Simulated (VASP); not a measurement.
# PbS (R3m) in VASP: single point with PBEsol

Aim: the single point of PbS with PBEsol.

All numbers are computed with VASP 6.6.1; they aren't measurements. Logs are shortened: lines on timing, memory, paths and dates and some standing lists are left out, and cuts for length are marked.

## Step 1: The cell of the first run

It takes space group R3m (No. 160, trigonal). The conventional cell has a = 4.225 Å, b = 4.225 Å, c = 10.356 Å, α = 90.00°, β = 90.00°, γ = 120.00°. Within 3.9 Å of Pb (site symmetry 3m) lie 6 S at 2.96 to 3.02 Å. S (site symmetry 3m) has 6 Pb at 2.96 to 3.02 Å within 3.9 Å.

## Step 2: Single point, PBEsol

INCAR reads:

```
ALGO = Normal
EDIFF = 1E-6
ENCUT = 500
GGA = PS
GGA_COMPAT = F
ISIF = 2
ISMEAR = 0
LASPH = T
LCHARG = F
LREAL = F
LWAVE = F
NBANDS = 17
NELM = 120
PREC = Accurate
SIGMA = 0.01
```

KPOINTS reads:

```
k-points
0
Gamma
  4 4 4
```

POSCAR reads:

```
PbS
1.0
    2.1126617100      1.2197458000      3.4519162500
   -2.1126617100      1.2197458000      3.4519162500
    0.0000000000     -2.4394916100      3.4519162500
Pb S
1 1
Direct
    0.9805657800      0.9805657800      0.9805657800
    0.4750355500      0.4750355500      0.4750355500
```

Potentials or basis: VASP PAW PBE potentials, release 64 (Pb_d, S).

Started as:

```sh
$ cat potpaw_PBE.64/Pb_d/POTCAR potpaw_PBE.64/S/POTCAR > POTCAR
$ mpirun -np 1 vasp_std > vasp.out
```

OUTCAR:

```text
EDIFF = 1E-6
   ENCUT = 500
   GGA = PS
   ISIF = 2
   ISMEAR = 0
   LASPH = T
   LREAL = F
   NELM = 120
   PREC = Accurate

 ion  position               nearest neighbor table
   1  0.981  0.981  0.981-   2 2.96   2 2.96   2 2.96   2 3.02   2 3.02   2 3.02
   2  0.475  0.475  0.475-   1 2.96   1 2.96   1 2.96   1 3.02   1 3.02   1 3.02

  LATTYP: Found a trigonal (rhomboedric) cell.
 ALAT       =     4.2269191043
 COS(alpha) =     0.5003774340

  Lattice vectors:

 A1 = (   2.1126617100,   1.2197458000,   3.4519162500)
 A2 = (  -2.1126617100,   1.2197458000,   3.4519162500)
 A3 = (   0.0000000000,  -2.4394916100,   3.4519162500)

Analysis of symmetry for initial positions (statically):
=====================================================================
 Subroutine PRICEL returns:
 Original cell was already a primitive cell.

 Routine SETGRP: Setting up the symmetry group for a
 trigonal (rhombohedral) supercell.

 Subroutine GETGRP returns: Found  6 space group operations
 (whereof  6 operations were pure point group operations)
 out of a pool of 12 trial point group operations.

The static configuration has the point symmetry C_3v.

Analysis of symmetry for dynamics (positions and initial velocities):
=====================================================================
 Subroutine PRICEL returns:
 Original cell was already a primitive cell.

 Routine SETGRP: Setting up the symmetry group for a
 trigonal (rhombohedral) supercell.

 Subroutine GETGRP returns: Found  6 space group operations
 (whereof  6 operations were pure point group operations)
 out of a pool of 12 trial point group operations.

The dynamic configuration has the point symmetry C_3v.

 Subroutine INISYM returns: Found  6 space group operations
 (whereof  6 operations are pure point group operations),
 and found     1 'primitive' translations

----------------------------------------------------------------------------------------

                                     Primitive cell

  volume of cell :      53.3717

  direct lattice vectors                    reciprocal lattice vectors
     2.112661710  1.219745800  3.451916250     0.236668274  0.136640492  0.096564722
    -2.112661710  1.219745800  3.451916250    -0.236668274  0.136640492  0.096564722
     0.000000000 -2.439491610  3.451916250     0.000000000 -0.273280984  0.096564722

  length of vectors
     4.226919104  4.226919104  4.226919104     0.289840027  0.289840027  0.289840028

  position of ions in fractional coordinates (direct lattice)
     0.980565780  0.980565780  0.980565780
     0.475035550  0.475035550  0.475035550

  ion indices of the primitive-cell ions
   primitive index   ion index
                 1           1
                 2           2

----------------------------------------------------------------------------------------

 KPOINTS: k-points

Automatic generation of k-mesh.
 Grid dimensions read from file:
 generate k-points for:    4    4    4

 Generating k-lattice:

  Cartesian coordinates                     Fractional coordinates (reciprocal lattice)
     0.059167068  0.034160123  0.024141181     0.250000000  0.000000000  0.000000000
    -0.059167068  0.034160123  0.024141181     0.000000000  0.250000000  0.000000000
     0.000000000 -0.068320246  0.024141180     0.000000000  0.000000000  0.250000000

  Length of vectors
     0.072460007  0.072460007  0.072460007

  Shift w.r.t. Gamma in fractional coordinates (k-lattice)
     0.000000000  0.000000000  0.000000000

 Subroutine IBZKPT returns following result:
 ===========================================

 Found     13 irreducible k-points:

 Following reciprocal coordinates:
            Coordinates               Weight
  0.000000  0.000000  0.000000      1.000000
  0.250000  0.000000  0.000000      6.000000
  0.500000  0.000000  0.000000      3.000000
  0.250000  0.250000  0.000000      6.000000
  0.500000  0.250000 -0.000000     12.000000
 -0.250000  0.250000  0.000000      6.000000
  0.500000  0.500000  0.000000      3.000000
  0.250000  0.250000  0.250000      2.000000
  0.500000  0.250000  0.250000      6.000000
 -0.250000  0.250000  0.250000      6.000000
  0.500000  0.500000  0.250000      6.000000
 -0.250000  0.500000  0.250000      6.000000
  0.500000  0.500000  0.500000      1.000000
   k-points           NKPTS =     13   k-points in BZ     NKDIM =     13   number of bands    NBANDS=     17
   number of dos      NEDOS =    301   number of ions     NIONS =      2
   total plane-waves  NPLWV =  32768
   dimension x,y,z NGX =    32 NGY =   32 NGZ =   32
   dimension x,y,z NGXF=    64 NGYF=   64 NGZF=   64
   ions per type =               1   1
   NGX,Y,Z   is equivalent  to a cutoff of  12.59, 12.59, 12.59 a.u.
   NGXF,Y,Z  is equivalent  to a cutoff of  25.17, 25.17, 25.17 a.u.
 SYSTEM =  unknown system
   PREC   = accura    normal or accurate (medium, high low for compatibility)
   ISTART =      0    job   : 0-new  1-cont  2-samecut
   ICHARG =      2    charge: 1-file 2-atom 10-const
   ISPIN  =      1    spin polarized calculation?
   LNONCOLLINEAR =      F non collinear calculations
   LSORBIT =      F    spin-orbit coupling
   LASPH  =      T    aspherical Exc in radial PAW
   ENCUT  =  500.0 eV  36.75 Ry    6.06 a.u.   7.71  7.71  7.71*2*pi/ulx,y,z
   NELM   =    120;   NELMIN=  2; NELMDL= -5     # of ELM steps
   EDIFF  = 0.1E-05   stopping-criterion for ELM
   LREAL  =      F    real-space projection
   EDIFFG = 0.1E-04   stopping-criterion for IOM
   NSW    =      0    number of steps for IOM
   IBRION =     -1    ionic relax: 0-MD 1-quasi-New 2-CG
   NFREE  =      0    steps in history (QN), initial steepest desc. (CG)
   ISIF   =      2    stress and relaxation
   ISYM   =      2    0-nonsym 1-usesym 2-fastsym
   POTIM  = 0.5000    time-step for ionic-motion
   TEBEG  =    0.0;   TEEND  =   0.0 temperature during run
   PSTRESS=    0.0 pullay stress
   NELECT =      20.0000    total number of electrons
   NUPDOWN=      -1.0000    fix difference up-down
   EMIN   =  10.00;   EMAX   =-10.00  energy-range for DOS
   EFERMI =   0.00;   METHOD = LEGACY
   ISMEAR =     0;   SIGMA  =   0.01  broadening in eV -4-tet -1-fermi 0-gaus
   EFERMI_NEDOS =   21; number of points for ismear=-14 and -15
   IALGO  =     38    algorithm
   IMIX   =      4    mixing-type and parameters
     AMIX     =   0.40;   BMIX     =  1.00
     AMIX_MAG =   1.60;   BMIX_MAG =  1.00
  volume/ion in A,a.u.               =      26.69       180.08
  Fermi-wavevector in a.u.,A,eV,Ry     =   1.180270  2.230386 18.953411  1.393036
  Thomas-Fermi vector in A             =   2.316565
   LORBIT       =      0    0 simple, 1 ext, 2 COOP (PROOUT), +10 PAW based schemes
   GGA     = PS    functional components
   LHFCALC =     F    Hartree Fock is set to
   AEXX    =    0.0000 exact exchange contribution
   IVDW    =     0    specifies the selected vdW correction
   LEPSILON=     F    determine dielectric tensor
   LRPA    =     F    only Hartree local field effects (RPA)
 non-spin polarized calculation
 Gauss-broadening in eV      SIGMA  =   0.01
  energy-cutoff  :      500.00
  volume of cell :       53.37
 maximum number of plane-waves:      1363
 NGX is ok and might be reduce to    32
   NGX = 15   NGY = 15   NGZ = 15

 number of electron      20.0000002 magnetization

 Free energy of the ion-electron system (eV)
  ---------------------------------------------------
  ext. energy  EPLUGINS =         0.00000000
  ---------------------------------------------------
  free energy    TOTEN  =        -9.43332343 eV

  energy without entropy =       -9.43332343  energy(sigma->0) =       -9.43332343

 E-fermi :   5.4035     XC(G=0):  -9.7833

 val. band max:        5.3566841661   @ k =   0.5000   0.0000   0.0000
 cond. band min:       5.7109045989   @ k =   0.5000   0.0000   0.0000
 fundamental gap:      0.3542204328
 Fermi energy:         5.4035029801

 k-point     1 :       0.0000    0.0000    0.0000
  band No.  band energies     occupation
      1     -11.3130      2.00000
      2     -11.3130      2.00000
      3     -11.3129      2.00000
      4     -11.2997      2.00000
      5     -11.2997      2.00000
      6      -8.0158      2.00000
[... 9 lines left out ...]
     16      12.1187      0.00000
     17      13.8953      0.00000

 k-point     2 :       0.2500    0.0000    0.0000
  band No.  band energies     occupation
      1     -11.3176      2.00000
      2     -11.3168      2.00000
      3     -11.3109      2.00000
      4     -11.2885      2.00000
      5     -11.2881      2.00000
      6      -7.5240      2.00000
[... 9 lines left out ...]
     16      13.3039      0.00000
     17      17.0137      0.00000

 k-point     3 :       0.5000    0.0000    0.0000
  band No.  band energies     occupation
      1     -11.3311      2.00000
      2     -11.3302      2.00000
      3     -11.3098      2.00000
      4     -11.2674      2.00000
      5     -11.2672      2.00000
      6      -6.8032      2.00000
[... 9 lines left out ...]
     16      15.5171      0.00000
     17      15.8108      0.00000

 k-point     4 :       0.2500    0.2500    0.0000
  band No.  band energies     occupation
      1     -11.3533      2.00000
      2     -11.3250      2.00000
      3     -11.2877      2.00000
      4     -11.2849      2.00000
      5     -11.2849      2.00000
      6      -7.3430      2.00000
[... 9 lines left out ...]
     16      15.2634      0.00000
     17      15.3735      0.00000
[... 123 lines left out ...]
      1     -11.3816      2.00000
      2     -11.3141      2.00000
      3     -11.3013      2.00000
      4     -11.2764      2.00000
      5     -11.2634      2.00000
      6      -6.6236      2.00000
[... 9 lines left out ...]
     16      16.1257      0.00000
     17      16.7217      0.00000

 k-point    12 :      -0.2500    0.5000    0.2500
  band No.  band energies     occupation
      1     -11.4004      2.00000
      2     -11.2985      2.00000
      3     -11.2972      2.00000
      4     -11.2969      2.00000
      5     -11.2555      2.00000
      6      -6.3606      2.00000
[... 9 lines left out ...]
     16      17.2652      0.00000
     17      17.6551      0.00000

 k-point    13 :       0.5000    0.5000    0.5000
  band No.  band energies     occupation
      1     -11.3307      2.00000
      2     -11.3307      2.00000
      3     -11.3098      2.00000
      4     -11.2672      2.00000
      5     -11.2672      2.00000
      6      -6.8095      2.00000
[... 9 lines left out ...]
     16      15.5182      0.00000
     17      15.8235      0.00000

------------------------ aborting loop because EDIFF is reached ----------------------------------------

  FORCE on cell =-STRESS in cart. coord.  units (eV):
  Direction    XX          YY          ZZ          XY          YZ          ZX
  --------------------------------------------------------------------------------------
  -------------------------------------------------------------------------------------
  Total       -0.6792710     -0.6792710     -0.6818193      0.0000000      0.0000000      0.0000000
  in kB      -20.3912033    -20.3912032    -20.4677007      0.0000000      0.0000000      0.0000000
  external PRESSURE =     -20.4167024 kB  Pullay stress =       0.0000000 kB

 VOLUME and BASIS-vectors are now :
 -----------------------------------------------------------------------------
  energy-cutoff  :      500.00
  volume of cell :       53.37
      direct lattice vectors                 reciprocal lattice vectors
     2.112661710  1.219745800  3.451916250     0.236668274  0.136640492  0.096564722
    -2.112661710  1.219745800  3.451916250    -0.236668274  0.136640492  0.096564722
     0.000000000 -2.439491610  3.451916250     0.000000000 -0.273280984  0.096564722

 POSITION                                       TOTAL-FORCE (eV/Angst)
 -----------------------------------------------------------------------------------
      0.00000     -0.00000     10.15449         0.000000     -0.000000      0.052904
      0.00000     -0.00000      4.91935         0.000000      0.000000     -0.052904
 -----------------------------------------------------------------------------------
    total drift:                                0.000000     -0.000000     -0.000100

  FREE ENERGIE OF THE ION-ELECTRON SYSTEM (eV)
  ---------------------------------------------------
  free  energy   TOTEN  =        -9.4333234283 eV

  energy  without entropy=       -9.4333234283  energy(sigma->0) =       -9.43332343
```

It took 20 s on 1 thread of Intel Xeon 8259CL, shared host; peak memory 0.17 GiB.

Results:

| Item | Value |
| --- | --- |
| Free energy | -9.4333 eV |
| Pressure | -2.0 GPa |
| Largest force | 0.053 eV/Å |
| Band gap on the k mesh | 0.35 eV, direct |

Forces in eV/Å, atoms in the order of the input:
```
Pb   0.000  0.000  0.053
S    0.000  0.000 -0.053
```

Levels at points of the mesh, in eV from the valence-band top:
```tsv
k point	band 6	band 7	band 8	band 9	band 10	band 11	band 12	band 13	band 14	band 15
(0.00, 0.00, 0.00)	-13.37	-6.06	-2.03	-2.03	-2.03	5.10	5.12	5.12	6.74	6.74
(0.50, 0.00, 0.00)	-12.16	-8.73	-1.66	-1.66	0.00	0.35	1.99	1.99	8.49	10.16
(0.50, 0.50, 0.00)	-11.76	-7.18	-5.02	-3.29	-3.28	3.83	5.48	5.59	5.61	11.19
(0.50, 0.50, 0.50)	-12.17	-8.72	-1.65	-1.65	-0.04	0.39	1.98	1.98	8.48	10.16
```

Caveat: the k points lie up to 0.46 Å⁻¹ apart; the PAW data sets were made with another functional, which shifts forces and pressure a little; spin-orbit coupling is left out, which moves the levels of the heavy elements. A k mesh can miss the band edges.
